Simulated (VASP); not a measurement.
A run of VASP 6.6.1 is set up as follows.

POSCAR

```
P
1.0
    0.0000000000      2.4364133565      2.4364133565
    2.4364133565      0.0000000000      2.4364133565
    2.4364133565      2.4364133565      0.0000000000
P
1
Direct
    0.0000000000      0.0000000000      0.0000000000
```

File INCAR.step1:

```
  PREC = Accurate
  ENCUT = 520
  ISMEAR = 0
  SIGMA = 0.1
  LREAL = False
  LASPH = True
  NELM = 100
  NBANDS = 8
  GGA = PE
  ALGO = Normal
  EDIFF = 1E-4
  LWAVE = True
  LCHARG = False
```

File INCAR.step2:

```
  PREC = Accurate
  ENCUT = 520
  EDIFF = 1E-7
  ISMEAR = 0
  SIGMA = 0.1
  LREAL = False
  LASPH = True
  NELM = 100
  ALGO = Normal
  ISIF = 2
  LWAVE = False
  LCHARG = False
  METAGGA = R2SCAN
  LMIXTAU = True
  NBANDS = 8
  ISTART = 1
```

Contents of KPOINTS:

```
Automatic mesh
0
Gamma
  6 6 6
```

Potentials or basis: VASP PAW PBE potentials, release 64 (P).

Run with:

```bash
$ cat potpaw_PBE.64/P/POTCAR > POTCAR
$ cp INCAR.step1 INCAR
$ mpirun -np 1 vasp_std > vasp.out
$ cp INCAR.step2 INCAR
$ mpirun -np 1 vasp_std > vasp.out
```

What does it give for the pressure?

-16.8 GPa.

Caveat: the k points lie up to 0.37 Å⁻¹ apart; the PAW data sets were made with another functional, which shifts forces and pressure a little.
